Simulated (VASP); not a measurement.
# Sn (Immm) in VASP: a series of runs, part 2 of 2

VASP 6.6.1. Earlier steps stand in the parts before.

## 3. Single point, HSE06

This run uses another cell than the first one, of 30.39 Å³/atom.

Input file POSCAR:

```
Sn
1.0
   -1.7604013028      1.8103704880      2.3842034864
    1.7604013028     -1.8103704880      2.3842034864
    1.7604013028      1.8103704880     -2.3842034864
Sn
1
Direct
    0.0000000000      0.0000000000      0.0000000000
```

Input file INCAR.step1:

```
PREC = Accurate ; ENCUT = 520
EDIFF = 1E-5 ; ISMEAR = -1
SIGMA = 0.05 ; LREAL = False
LASPH = True ; NELM = 100
ALGO = Normal ; ISIF = 2
LWAVE = True ; GGA = PE
NBANDS = 13
```

Input file INCAR.step2:

```
PREC = Accurate ; ENCUT = 520
EDIFF = 1E-6 ; ISMEAR = -1
SIGMA = 0.05 ; LREAL = False
LASPH = True ; NELM = 100
ALGO = Normal ; ISIF = 2
LWAVE = False ; LCHARG = True
GGA = PE ; LHFCALC = True
HFSCREEN = 0.2079 ; PRECFOCK = Normal
LELF = True ; LVHAR = True
ISTART = 1 ; NBANDS = 13
```

Input file KPOINTS:

```
Automatic mesh
0
Gamma
  6 6 6
```

Potentials or basis: VASP PAW PBE potentials, release 64 (Sn_d).

Command:

```sh
$ cat potpaw_PBE.64/Sn_d/POTCAR > POTCAR
$ cp INCAR.step1 INCAR
$ mpirun -np 1 vasp_std > vasp.out
$ cp INCAR.step2 INCAR
$ mpirun -np 1 vasp_std > vasp.out
```

OUTCAR:

```text
PREC = Accurate
   ENCUT = 520
   EDIFF = 1E-6
   ISMEAR = -1
   LREAL = False
   LASPH = True
   NELM = 100
   ISIF = 2
   GGA = PE
   LHFCALC = True
   HFSCREEN = 0.2079
   PRECFOCK = Normal
   ISTART = 1

 ion  position               nearest neighbor table
   1  0.000  0.000  0.000-

  LATTYP: Found a body centered orthorhombic cell.
 ALAT       =     3.5208026056
 B/A-ratio  =     1.0283851103
 C/A-ratio  =     1.3543522620

  Lattice vectors:

 A1 = (  -1.7604013028,   1.8103704880,   2.3842034864)
 A2 = (   1.7604013028,  -1.8103704880,   2.3842034864)
 A3 = (   1.7604013028,   1.8103704880,  -2.3842034864)

Analysis of symmetry for initial positions (statically):
=====================================================================
 Subroutine PRICEL returns:
 Original cell was already a primitive cell.

 Routine SETGRP: Setting up the symmetry group for a
 body centered orthorhombic supercell.

 Subroutine GETGRP returns: Found  8 space group operations
 (whereof  8 operations were pure point group operations)
 out of a pool of  8 trial point group operations.

The static configuration has the point symmetry D_2h.

Analysis of symmetry for dynamics (positions and initial velocities):
=====================================================================
 Subroutine PRICEL returns:
 Original cell was already a primitive cell.

 Routine SETGRP: Setting up the symmetry group for a
 body centered orthorhombic supercell.

 Subroutine GETGRP returns: Found  8 space group operations
 (whereof  8 operations were pure point group operations)
 out of a pool of  8 trial point group operations.

The dynamic configuration has the point symmetry D_2h.

 Subroutine INISYM returns: Found  8 space group operations
 (whereof  8 operations are pure point group operations),
 and found     1 'primitive' translations

----------------------------------------------------------------------------------------
[... 126 lines left out ...]
   ENCUTFOCK=  -1.0 apply spherical cutoff to Coloumb kernel
   IVDW    =     0    specifies the selected vdW correction
   LEPSILON=     F    determine dielectric tensor
   LRPA    =     F    only Hartree local field effects (RPA)
 non-spin polarized calculation
  energy-cutoff  :      520.00
  volume of cell :       30.39
 maximum number of plane-waves:       841
 NGX is ok and might be reduce to    28
  NGX = 20; NGY = 20; NGZ = 20

 number of electron      14.0000003 magnetization

 Free energy of the ion-electron system (eV)
  ---------------------------------------------------
  ext. energy  EPLUGINS =         0.00000000
  ---------------------------------------------------
  free energy    TOTEN  =        -4.20194234 eV

  energy without entropy =       -4.19200859  energy(sigma->0) =       -4.19697546

 E-fermi :   6.9953     XC(G=0):  -8.1818

 val. band max:        6.9255121870   @ k =   0.5000  -0.3333   0.1667
 cond. band min:       7.0045169163   @ k =   0.5000   0.3333   0.0000
 fundamental gap:      0.0790047294
 Fermi energy:         6.9952683950

 k-point     1 :       0.0000    0.0000    0.0000
  band No.  band energies     occupation
      1     -17.0562      2.00000
      2     -17.0482      2.00000
      3     -17.0292      2.00000
      4     -17.0042      2.00000
      5     -16.9734      2.00000
      6      -4.8732      2.00000
      7      14.1878      0.00000
      8      14.3360      0.00000
      9      14.7391      0.00000
     10      18.0632      0.00000
     11      18.2959      0.00000
     12      18.8057      0.00000
     13      18.9751      0.00000
[... 354 lines left out ...]
  band No.  band energies     occupation
      1     -17.0456      2.00000
      2     -17.0233      2.00000
      3     -16.9797      2.00000
      4     -16.9753      2.00000
      5     -16.9386      2.00000
      6       0.7107      2.00000
      7       3.7375      2.00000
      8       6.6720      1.99689
      9       8.4104      0.00000
     10      17.4005      0.00000
     11      19.3194      0.00000
     12      22.0036      0.00000
     13      22.5284      0.00000

 [... further k-points ...]

------------------------ aborting loop because EDIFF is reached ----------------------------------------

  FORCE on cell =-STRESS in cart. coord.  units (eV):
  Direction    XX          YY          ZZ          XY          YZ          ZX
  --------------------------------------------------------------------------------------
  -------------------------------------------------------------------------------------
  Total       -0.8858103     -0.2410312     -0.8926488      0.0000000      0.0000000      0.0000000
  in kB      -46.6948341    -12.7057829    -47.0553228      0.0000000      0.0000000      0.0000000
  external PRESSURE =     -35.4853133 kB  Pullay stress =       0.0000000 kB

 VOLUME and BASIS-vectors are now :
 -----------------------------------------------------------------------------
  energy-cutoff  :      520.00
  volume of cell :       30.39
      direct lattice vectors                 reciprocal lattice vectors
    -1.760401303  1.810370488  2.384203486     0.000000000  0.276186561  0.209713644
     1.760401303 -1.810370488  2.384203486     0.284026147  0.000000000  0.209713644
     1.760401303  1.810370488 -2.384203486     0.284026147  0.276186561  0.000000000

 POSITION                                       TOTAL-FORCE (eV/Angst)
 -----------------------------------------------------------------------------------
      0.00000      0.00000      0.00000         0.000000      0.000000      0.000000
 -----------------------------------------------------------------------------------
    total drift:                                0.000000     -0.000000      0.000000

  FREE ENERGIE OF THE ION-ELECTRON SYSTEM (eV)
  ---------------------------------------------------
  free  energy   TOTEN  =        -4.2019423388 eV

  energy  without entropy=       -4.1920085891  energy(sigma->0) =       -4.19697546
```

OSZICAR.step1:

```text
N       E                     dE             d eps       ncg     rms          rms(c)
DAV:   1     0.805606081020E+02    0.80561E+02   -0.71736E+03  1221   0.155E+03
DAV:   2     0.216118570613E+01   -0.78399E+02   -0.75697E+02  1266   0.329E+02
DAV:   3    -0.355171649065E+01   -0.57129E+01   -0.56794E+01  1444   0.741E+01
DAV:   4    -0.367015141647E+01   -0.11843E+00   -0.11840E+00  1426   0.115E+01
DAV:   5    -0.367440115632E+01   -0.42497E-02   -0.42496E-02  1628   0.211E+00    0.105E+00
DAV:   6    -0.366806231269E+01    0.63388E-02   -0.82751E-03  1570   0.145E+00    0.585E-01
DAV:   7    -0.366630290270E+01    0.17594E-02   -0.54224E-03  1511   0.112E+00    0.813E-02
DAV:   8    -0.366625113089E+01    0.51772E-04   -0.58185E-04  1496   0.402E-01    0.222E-02
DAV:   9    -0.366625104450E+01    0.86382E-07   -0.75438E-06  1013   0.390E-02
   1 F= -.36662510E+01 E0= -.36606622E+01  d E =-.111777E-01
```

It took 1.7 h on 1 thread of AMD EPYC 7R13, shared host; peak memory 0.25 GiB.

What came out:

```yaml
Free_energy: -4.2019 eV
Pressure: -3.5 GPa
Band_gap_on_the_k_mesh: zero (bands 7 and 8 overlap by 9.39 eV)
```

Levels at points of the mesh, in eV from the Fermi level:
```csv
k point,band 3,band 4,band 5,band 6,band 7,band 8,band 9,band 10,band 11,band 12
"(0.00, 0.00, 0.00)",-24.02,-24.00,-23.97,-11.87,7.19,7.34,7.74,11.07,11.30,11.81
"(0.50, 0.00, 0.00)",-24.03,-23.94,-23.92,-7.71,-4.87,5.39,6.16,9.73,10.40,10.49
"(0.00, 0.50, 0.00)",-24.02,-23.93,-23.92,-7.43,-4.78,4.95,5.85,9.24,9.83,10.44
"(0.50, 0.50, 0.00)",-23.93,-23.93,-23.90,-5.98,-4.00,2.12,2.54,5.61,6.01,19.50
"(0.50, 0.50, 0.50)",-23.93,-23.91,-23.91,-5.15,-3.46,1.21,1.92,4.69,5.56,19.72
```

Caveat: the k points lie up to 0.37 Å⁻¹ apart, too coarse for converged energies and pressures of a metal; the PAW data sets were made with another functional, which shifts forces and pressure a little; spin-orbit coupling is left out, which moves the levels of the heavy elements.
